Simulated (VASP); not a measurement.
# GaP2 (Pnnm) in VASP: a series of runs

The runs below take GaP2 through single point, relaxation of cell and atoms, with PBE.

Everything below comes from runs of VASP 6.6.1. Logs are shortened: lines on timing, memory, paths and dates and some standing lists are left out, and cuts for length are marked.

## (1) The cell of the first run

Symmetry: Pnnm, No. 58, orthorhombic system. The conventional cell has a = 5.008 Å, b = 6.158 Å, c = 3.582 Å, α = 90.00°, β = 90.00°, γ = 90.00°. Ga (site symmetry 2/m) has 6 P at 2.54 to 2.56 Å within 3.4 Å. P (site symmetry m) has 1 P at 2.11 Å and 3 Ga at 2.54 to 2.56 Å within 2.8 Å.

## (2) Single point, PBE

INCAR reads:

```
SYSTEM = GaP2
PREC = Accurate
ENCUT = 520
EDIFF = 1E-7
ISMEAR = 0
SIGMA = 0.2
LREAL = .FALSE.
LASPH = .TRUE.
NELM = 80
ALGO = Normal
ISIF = 2
LWAVE = .FALSE.
LCHARG = .FALSE.
GGA = PE
NBANDS = 32
```

KPOINTS reads:

```
regular mesh
0
G
  3 3 5
  0 0 0
```

POSCAR reads:

```
GaP2
1.0
    5.0079868320      0.0000000000      0.0000000000
    0.0000000000      6.1580322978      0.0000000000
    0.0000000000      0.0000000000      3.5819021234
Ga P
2 4
Direct
    0.5000000000      0.5000000000      0.5000000000
    0.0000000000      0.0000000000      0.0000000000
    0.3356037746      0.8931010094      0.5000000000
    0.6643962254      0.1068989906      0.5000000000
    0.8356037746      0.6068989906      0.0000000000
    0.1643962254      0.3931010094      0.0000000000
```

Potentials or basis: VASP PAW PBE potentials, release 64 (Ga_d, P).

Launch:

```bash
$ cat potpaw_PBE.64/Ga_d/POTCAR potpaw_PBE.64/P/POTCAR > POTCAR
$ mpirun -np 1 vasp_std > vasp.out
```

OUTCAR:

```text
SYSTEM = GaP2
   PREC = Accurate
   ENCUT = 520
   EDIFF = 1E-7
   ISMEAR = 0
   LREAL = .FALSE.
   LASPH = .TRUE.
   NELM = 80
   ISIF = 2
   GGA = PE

 ion  position               nearest neighbor table
   1  0.500  0.500  0.500-   5 2.54   6 2.54   5 2.54   6 2.54   3 2.56   4 2.56
   2  0.000  0.000  0.000-   3 2.54   4 2.54   3 2.54   4 2.54   5 2.56   6 2.56
   3  0.336  0.893  0.500-   4 2.11   2 2.54   2 2.54   1 2.56
   4  0.664  0.107  0.500-   3 2.11   2 2.54   2 2.54   1 2.56
   5  0.836  0.607  0.000-   6 2.11   1 2.54   1 2.54   2 2.56
   6  0.164  0.393  0.000-   5 2.11   1 2.54   1 2.54   2 2.56

  LATTYP: Found a simple orthorhombic cell.
 ALAT       =     3.5819021234
 B/A-ratio  =     1.3981361465
 C/A-ratio  =     1.7192073054

  Lattice vectors:

 A1 = (   0.0000000000,   0.0000000000,   3.5819021234)
 A2 = (   5.0079868320,   0.0000000000,   0.0000000000)
 A3 = (   0.0000000000,   6.1580322978,   0.0000000000)

Analysis of symmetry for initial positions (statically):
=====================================================================
 Subroutine PRICEL returns:
 Original cell was already a primitive cell.

 Routine SETGRP: Setting up the symmetry group for a
 simple orthorhombic supercell.

 Subroutine GETGRP returns: Found  8 space group operations
 (whereof  4 operations were pure point group operations)
 out of a pool of  8 trial point group operations.

The static configuration has the point symmetry C_2h.
 The point group associated with its full space group is D_2h.

Analysis of symmetry for dynamics (positions and initial velocities):
=====================================================================
 Subroutine PRICEL returns:
 Original cell was already a primitive cell.

 Routine SETGRP: Setting up the symmetry group for a
 simple orthorhombic supercell.

 Subroutine GETGRP returns: Found  8 space group operations
 (whereof  4 operations were pure point group operations)
 out of a pool of  8 trial point group operations.

The dynamic configuration has the point symmetry C_2h.
 The point group associated with its full space group is D_2h.

 Subroutine INISYM returns: Found  8 space group operations
 (whereof  4 operations are pure point group operations),
 and found     1 'primitive' translations

----------------------------------------------------------------------------------------

                                     Primitive cell

[... 87 lines left out ...]
   EDIFFG = 0.1E-05   stopping-criterion for IOM
   NSW    =      0    number of steps for IOM
   IBRION =     -1    ionic relax: 0-MD 1-quasi-New 2-CG
   NFREE  =      0    steps in history (QN), initial steepest desc. (CG)
   ISIF   =      2    stress and relaxation
   ISYM   =      2    0-nonsym 1-usesym 2-fastsym
   POTIM  = 0.5000    time-step for ionic-motion
   TEBEG  =    0.0;   TEEND  =   0.0 temperature during run
   PSTRESS=    0.0 pullay stress
   NELECT =      46.0000    total number of electrons
   NUPDOWN=      -1.0000    fix difference up-down
   EMIN   =  10.00;   EMAX   =-10.00  energy-range for DOS
   EFERMI =   0.00;   METHOD = LEGACY
   ISMEAR =     0;   SIGMA  =   0.20  broadening in eV -4-tet -1-fermi 0-gaus
   EFERMI_NEDOS =   21; number of points for ismear=-14 and -15
   IALGO  =     38    algorithm
   IMIX   =      4    mixing-type and parameters
     AMIX     =   0.40;   BMIX     =  1.00
     AMIX_MAG =   1.60;   BMIX_MAG =  1.00
  volume/ion in A,a.u.               =      18.41       124.24
  Fermi-wavevector in a.u.,A,eV,Ry     =   1.222516  2.310220 20.334518  1.494545
  Thomas-Fermi vector in A             =   2.357660
   LORBIT       =      0    0 simple, 1 ext, 2 COOP (PROOUT), +10 PAW based schemes
   GGA     = PE    functional components
   LHFCALC =     F    Hartree Fock is set to
   AEXX    =    0.0000 exact exchange contribution
   IVDW    =     0    specifies the selected vdW correction
   LEPSILON=     F    determine dielectric tensor
   LRPA    =     F    only Hartree local field effects (RPA)
 non-spin polarized calculation
 Gauss-broadening in eV      SIGMA  =   0.20
  energy-cutoff  :      520.00
  volume of cell :      110.46
 maximum number of plane-waves:      2993
 NGX is ok and might be reduce to    40
   NGX = 19   NGY = 23   NGZ = 13

 number of electron      46.0000016 magnetization

 Free energy of the ion-electron system (eV)
  ---------------------------------------------------
  ext. energy  EPLUGINS =         0.00000000
  ---------------------------------------------------
  free energy    TOTEN  =       -27.46502928 eV

  energy without entropy =      -27.42673088  energy(sigma->0) =      -27.44588008

 E-fermi :   5.8567     XC(G=0): -10.3814

 val. band max:        5.7391933199   @ k =   0.0000   0.0000   0.2000
 cond. band min:       5.8584310475   @ k =   0.0000   0.3333   0.2000
 fundamental gap:      0.1192377276
 Fermi energy:         5.8566656343

 k-point     1 :       0.0000    0.0000    0.0000
  band No.  band energies     occupation
      1      -8.9932      2.00000
      2      -8.8911      2.00000
      3      -8.8533      2.00000
      4      -8.8495      2.00000
      5      -8.8214      2.00000
      6      -8.7976      2.00000
[... 409 lines left out ...]
     31      11.5986      0.00000
     32      12.4704      0.00000

------------------------ aborting loop because EDIFF is reached ----------------------------------------

  FORCE on cell =-STRESS in cart. coord.  units (eV):
  Direction    XX          YY          ZZ          XY          YZ          ZX
  --------------------------------------------------------------------------------------
  -------------------------------------------------------------------------------------
  Total       -0.4970556     -0.0576753      0.0157103     -0.0000000      0.0000000      0.0000000
  in kB       -7.2093594     -0.8365302      0.2278638     -0.0000000      0.0000000      0.0000000
  external PRESSURE =      -2.6060086 kB  Pullay stress =       0.0000000 kB

 VOLUME and BASIS-vectors are now :
 -----------------------------------------------------------------------------
  energy-cutoff  :      520.00
  volume of cell :      110.46
      direct lattice vectors                 reciprocal lattice vectors
     5.007986832  0.000000000  0.000000000     0.199681036  0.000000000  0.000000000
     0.000000000  6.158032298  0.000000000     0.000000000  0.162389535  0.000000000
     0.000000000  0.000000000  3.581902123     0.000000000  0.000000000  0.279181275

 POSITION                                       TOTAL-FORCE (eV/Angst)
 -----------------------------------------------------------------------------------
      2.50399      3.07902      1.79095         0.000000      0.000000      0.000000
      0.00000      0.00000      0.00000         0.000000      0.000000      0.000000
      1.68070      5.49974      1.79095         0.113971      0.066511     -0.000000
      3.32729      0.65829      1.79095        -0.113971     -0.066511      0.000000
      4.18469      3.73730      0.00000         0.113971     -0.066511     -0.000000
      0.82329      2.42073      0.00000        -0.113971      0.066511      0.000000
 -----------------------------------------------------------------------------------
    total drift:                                0.000000      0.000000     -0.000000

  FREE ENERGIE OF THE ION-ELECTRON SYSTEM (eV)
  ---------------------------------------------------
  free  energy   TOTEN  =       -27.4650292820 eV

  energy  without entropy=      -27.4267308773  energy(sigma->0) =      -27.44588008
```

Run time: 20 s. Hardware: 1 thread of Intel Xeon 6975P-C (Granite Rapids), shared host; peak memory 0.22 GiB.

What came out:

```yaml
Free_energy: -27.4650 eV
Pressure: -0.3 GPa
Largest_force: 0.132 eV/Å
Band_gap_on_the_k_mesh: zero (bands 23 and 24 overlap by 3.13 eV)
```

Forces in eV/Å, atoms in the order of the input:
```
Ga   0.000  0.000  0.000
Ga   0.000  0.000  0.000
P    0.114  0.067  0.000
P   -0.114 -0.067  0.000
P    0.114 -0.067  0.000
P   -0.114  0.067  0.000
```

Caveat: the k points lie up to 0.42 Å⁻¹ apart, too coarse for converged energies and pressures of a metal.

## (3) Single point, PBE

This run uses another cell than the first one, of 18.53 Å³/atom.

INCAR reads:

```
SYSTEM = GaP2
ALGO = Normal ; EDIFF = 1E-6
ENCUT = 520 ; GGA = PE
ISIF = 2 ; ISMEAR = 0
LASPH = .TRUE. ; LCHARG = .TRUE.
LELF = .TRUE. ; LREAL = .FALSE.
LVHAR = .TRUE. ; LWAVE = .FALSE.
NBANDS = 32 ; NELM = 100
PREC = Accurate ; SIGMA = 0.2
```

KPOINTS reads:

```
k-points
0
G
  4 2 5
  0 0 0
```

POSCAR reads:

```
GaP2
1.0
    4.9346187066      0.0000000000      0.0000000000
    0.0000000000      6.1378444721      0.0000000000
    0.0000000000      0.0000000000      3.6713431875
Ga P
2 4
Direct
    0.5000000000      0.0000000000      0.5000000000
    0.0000000000      0.5000000000      0.0000000000
    0.1663767795      0.1055121693      0.0000000000
    0.8336232205      0.8944878307      0.0000000000
    0.6663767795      0.3944878307      0.5000000000
    0.3336232205      0.6055121693      0.5000000000
```

Potentials or basis: VASP PAW PBE potentials, release 64 (Ga_d, P).

Launch:

```bash
$ cat potpaw_PBE.64/Ga_d/POTCAR potpaw_PBE.64/P/POTCAR > POTCAR
$ mpirun -np 1 vasp_std > vasp.out
```

It took 26 s on 1 thread of Intel Xeon 6975P-C (Granite Rapids), shared host; peak memory 0.23 GiB.

Results (log left out):

| Item | Value |
| --- | --- |
| Free energy | -27.6672 eV |
| Pressure | -0.2 GPa |
| Largest force | 0.049 eV/Å |
| Band gap on the k mesh | zero (bands 23 and 24 overlap by 3.38 eV) |

Forces on the atoms (eV/Å):
```
Ga   0.000  0.000  0.000
Ga   0.000  0.000  0.000
P   -0.020 -0.045  0.000
P    0.020  0.045  0.000
P   -0.020  0.045  0.000
P    0.020 -0.045  0.000
```

Stress tensor (GPa, compression positive):
```
-0.27  0.00  0.00
 0.00 -0.19  0.00
 0.00  0.00 -0.26
```

Levels at points of the mesh, in eV from the Fermi level:
```
           k point  band 18  band 19  band 20  band 21  band 22  band 23  band 24  band 25  band 26  band 27
(0.00, 0.00, 0.00)    -2.91    -2.82    -2.68    -0.85     0.76     1.50     1.89     2.50     3.03     3.18
(0.50, 0.00, 0.00)    -2.18    -1.34    -1.34    -0.34    -0.34     0.46     0.46     2.63     2.63     3.24
(0.00, 0.50, 0.00)    -3.28    -1.97    -1.97    -1.32    -1.32     1.90     1.90     2.00     2.00     3.98
(0.50, 0.50, 0.00)    -3.71    -1.03    -1.03    -0.98    -0.98    -0.18    -0.18     1.62     1.62     4.11
```

Caveat: the k points lie up to 0.51 Å⁻¹ apart, too coarse for converged energies and pressures of a metal.

## (4) Relaxation of cell and atoms, PBE

This run uses another cell than the first one, of 18.59 Å³/atom.

INCAR reads:

```
SYSTEM = GaP2
  PREC = Accurate
  ENCUT = 600
  EDIFF = 1E-7
  ISMEAR = 0
  SIGMA = 0.2
  LREAL = .False.
  LASPH = .True.
  NELM = 60
  ALGO = Normal
  ISIF = 3
  LWAVE = .False.
  LCHARG = .False.
  GGA = PE
  IBRION = 2
  NSW = 36
  EDIFFG = -0.08
```

KPOINTS reads:

```
Automatic mesh
0
Gamma
  3 3 5
  0 0 0
```

POSCAR reads:

```
GaP2
1.0
    5.0500000000      0.0000000000      0.0000000000
    0.0000000000      6.1000000000      0.0000000000
    0.0000000000      0.0000000000      3.6200000000
Ga P
2 4
Direct
    0.5000000000      0.5000000000      0.5000000000
    0.0000000000      0.0000000000      0.0000000000
    0.3300000000      0.8800000000      0.5000000000
    0.6700000000      0.1200000000      0.5000000000
    0.8300000000      0.6200000000      0.0000000000
    0.1700000000      0.3800000000      0.0000000000
```

Potentials or basis: VASP PAW PBE potentials, release 64 (Ga_d, P).

Launch:

```bash
$ cat potpaw_PBE.64/Ga_d/POTCAR potpaw_PBE.64/P/POTCAR > POTCAR
$ mpirun -np 1 vasp_std > vasp.out
```

OUTCAR:

```text
SYSTEM = GaP2
   PREC = Accurate
   ENCUT = 600
   EDIFF = 1E-7
   ISMEAR = 0
   LREAL = .False.
   LASPH = .True.
   NELM = 60
   ISIF = 3
   GGA = PE
   IBRION = 2
   NSW = 36
   EDIFFG = -0.08

 ion  position               nearest neighbor table
   1  0.500  0.500  0.500-   3 2.47   4 2.47   5 2.57   6 2.57   5 2.57   6 2.57
   2  0.000  0.000  0.000-   5 2.47   6 2.47   3 2.57   4 2.57   3 2.57   4 2.57
   3  0.330  0.880  0.500-   4 2.26   1 2.47   2 2.57   2 2.57
   4  0.670  0.120  0.500-   3 2.26   1 2.47   2 2.57   2 2.57
   5  0.830  0.620  0.000-   6 2.26   2 2.47   1 2.57   1 2.57
   6  0.170  0.380  0.000-   5 2.26   2 2.47   1 2.57   1 2.57

  LATTYP: Found a simple orthorhombic cell.
 ALAT       =     3.6200000000
 B/A-ratio  =     1.3950276243
 C/A-ratio  =     1.6850828729

  Lattice vectors:

 A1 = (   0.0000000000,   0.0000000000,   3.6200000000)
 A2 = (   5.0500000000,   0.0000000000,   0.0000000000)
 A3 = (   0.0000000000,   6.1000000000,   0.0000000000)

Analysis of symmetry for initial positions (statically):
=====================================================================
 Subroutine PRICEL returns:
 Original cell was already a primitive cell.
[... 155 lines left out ...]
 maximum number of plane-waves:      3751
   NGX = 21   NGY = 25   NGZ = 15

--------------------------------------- Ionic step        1  -------------------------------------------

 number of electron      46.0000012 magnetization

 Free energy of the ion-electron system (eV)
  ---------------------------------------------------
  ext. energy  EPLUGINS =         0.00000000
  ---------------------------------------------------
  free energy    TOTEN  =       -27.17314775 eV

  energy without entropy =      -27.11957245  energy(sigma->0) =      -27.14636010

------------------------ aborting loop because EDIFF is reached ----------------------------------------

  FORCE on cell =-STRESS in cart. coord.  units (eV):
  Direction    XX          YY          ZZ          XY          YZ          ZX
  --------------------------------------------------------------------------------------
  -------------------------------------------------------------------------------------
  Total       -3.9053721     -1.4065609     -0.4946253     -0.0000000      0.0000000      0.0000000
  in kB      -56.1103811    -20.2087449     -7.1065219     -0.0000000      0.0000000      0.0000000
  external PRESSURE =     -27.8085493 kB  Pullay stress =       0.0000000 kB
[... 227 lines left out ...]
--------------------------------------- Ionic step        7  -------------------------------------------

 number of electron      45.9999995 magnetization

 Free energy of the ion-electron system (eV)
  ---------------------------------------------------
  ext. energy  EPLUGINS =         0.00000000
  ---------------------------------------------------
  free energy    TOTEN  =       -27.46604121 eV

  energy without entropy =      -27.42716021  energy(sigma->0) =      -27.44660071

 E-fermi :   5.8337     XC(G=0): -10.3619

 val. band max:        5.7305581731   @ k =   0.0000   0.0000   0.2000
 cond. band min:       5.8371159382   @ k =   0.0000   0.3333   0.2000
 fundamental gap:      0.1065577651
 Fermi energy:         5.8336990839

 k-point     1 :       0.0000    0.0000    0.0000
  band No.  band energies     occupation
      1      -9.0279      2.00000
      2      -8.9268      2.00000
      3      -8.8895      2.00000
      4      -8.8859      2.00000
      5      -8.8576      2.00000
      6      -8.8348      2.00000
[... 382 lines left out ...]
  FREE ENERGIE OF THE ION-ELECTRON SYSTEM (eV)
  ---------------------------------------------------
  free  energy   TOTEN  =       -27.4660412145 eV

  energy  without entropy=      -27.4271602132  energy(sigma->0) =      -27.44660071

 reached required accuracy - stopping structural energy minimisation
```

It took 88 s on 1 thread of Intel Xeon 6975P-C (Granite Rapids), shared host; peak memory 0.25 GiB.

What came out:

```yaml
Free_energy: -27.4660 eV
Relaxed_volume: 18.48 Å³/atom
Relaxed_cell: a = 4.984 Å, b = 6.185 Å, c = 3.597 Å, α = 90.00°, β = 90.00°, γ = 90.00°
Space_group_after_relaxing_to_0.1_Å: Pnnm (No. 58)
Energy_gained_by_relaxing: 48.8 meV/atom
Ionic_steps: 7
Pressure_after_relaxing: -0.4 GPa
Largest_force_after_relaxing: 0.049 eV/Å
Band_gap_on_the_k_mesh: zero (bands 23 and 24 overlap by 3.10 eV)
```

Forces on the atoms (eV/Å):
```
Ga   0.000  0.000  0.000
Ga   0.000  0.000  0.000
P    0.024  0.042  0.000
P   -0.024 -0.042  0.000
P    0.024 -0.042  0.000
P   -0.024  0.042  0.000
```

Step by step:
```
step  energy change (eV)  largest force (eV/Å)  pressure (GPa)  volume (Å³)
   1              0.0000                1.3953           -2.78       111.51
   2             -0.2159                0.3326            3.55       106.37
   3             -0.2326                0.3674            2.01       107.35
   4             -0.2864                0.1137            0.51       109.91
   5             -0.2890                0.1552            0.14       110.65
   6             -0.2915                0.1549           -0.63       111.02
   7             -0.2929                0.0488           -0.36       110.88
```

Final structure:
```xyz
6
Lattice="4.9844 0.0000 0.0000 0.0000 6.1852 0.0000 0.0000 0.0000 3.5965" Properties=species:S:1:pos:R:3 pbc="T T T"
Ga    2.4922    3.0926    1.7983
Ga    0.0000    0.0000    0.0000
P     1.6762    5.5224    1.7983
P     3.3082    0.6628    1.7983
P     4.1684    3.7554    0.0000
P     0.8160    2.4298    0.0000
```

Levels at points of the mesh, in eV from the Fermi level:
```csv
k point,band 20,band 21,band 22,band 23,band 24,band 25
"(0.00, 0.00, 0.00)",-2.49,-0.73,0.58,1.55,1.94,2.64
```

Caveat: the k points lie up to 0.42 Å⁻¹ apart in the final cell, too coarse for converged energies and pressures of a metal; the relaxation stopped at a loose force limit of 0.08 eV/Å, so its end isn't a converged minimum.

(Continued in part 2 of 2.)

The gap in the log of VASP goes by the Fermi energy; the results here count the filled bands.